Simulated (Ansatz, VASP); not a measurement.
# PbS in VASP and in Ansatz

Contents of INCAR:

```
SYSTEM = PbS
PREC = Accurate
ENCUT = 520
EDIFF = 1E-6
ISMEAR = -1
SIGMA = 0.05
LREAL = .False.
LASPH = .True.
NELM = 100
ALGO = Normal
ISIF = 2
LWAVE = .False.
LCHARG = .False.
GGA = PS
NBANDS = 17
```

The input KPOINTS:

```
regular mesh
0
Gamma
  8 8 8
  0 0 0
```

POSCAR

```
PbS
1.0
    0.0000000000      2.9657500000      2.9657500000
    2.9657500000      0.0000000000      2.9657500000
    2.9657500000      2.9657500000      0.0000000000
Pb S
1 1
Direct
   -0.0115120000      0.0138610000     -0.0022760000
    0.4938690000      0.5052960000      0.4970370000
```

File input.yaml:

```yaml
crystal:
  lattice:
    - [0.0, 2.96575, 2.96575]
    - [2.96575, 0.0, 2.96575]
    - [2.96575, 2.96575, 0.0]
  atoms:
    - { symbol: Pb, position: [-0.011512, 0.013861, -0.002276] }
    - { symbol: S, position: [0.493869, 0.505296, 0.497037] }
hamiltonian:
  xc: pbesol
  pseudopotentials: { kind: paw }
kpoints:
  mp_grid: { grid: [8, 8, 8] }
scf:
  occupations: { method: fermi_dirac, width: 0.05 }
output:
  forces: true
  stress: true
  eigenvalues: true
```

Change from the starting cell: atoms moved at random, drawn with an rms of 0.05 Å.

Alike in both runs: task single point; functional PBEsol; k mesh 8 × 8 × 8; occupations fermi-dirac, width 0.05 eV; no spin polarisation.

|  | VASP | Ansatz |
| --- | --- | --- |
| version | VASP 6.6.1 | Ansatz 0.2.0 |
| potentials or method | VASP PAW PBE potentials, release 64 (Pb_d, S) | Ansatz PAW |
| plane-wave cutoff (eV) | 520 | 420 |
| valence electrons in the cell | 20 | 20 |

VASP gave:

* gap on the k mesh at the Fermi level (eV): 0.26
* least direct gap on the mesh (eV): 0.26
* pressure (GPa): -0.9
* rms of the force components (eV/Å): 0.006

What did Ansatz give for the same quantities?

gap on the k mesh at the Fermi level (eV): 0.25; least direct gap on the mesh (eV): 0.25; pressure (GPa): -0.8; rms of the force components (eV/Å): 0.005.

VASP's potentials were made for PBE, not for PBEsol. Atom by atom the forces differ by 0.000 eV/Å (rms over components). With one functional, cell and mesh, what is left measures potentials, basis and numerics.

Spin-orbit coupling is off throughout.
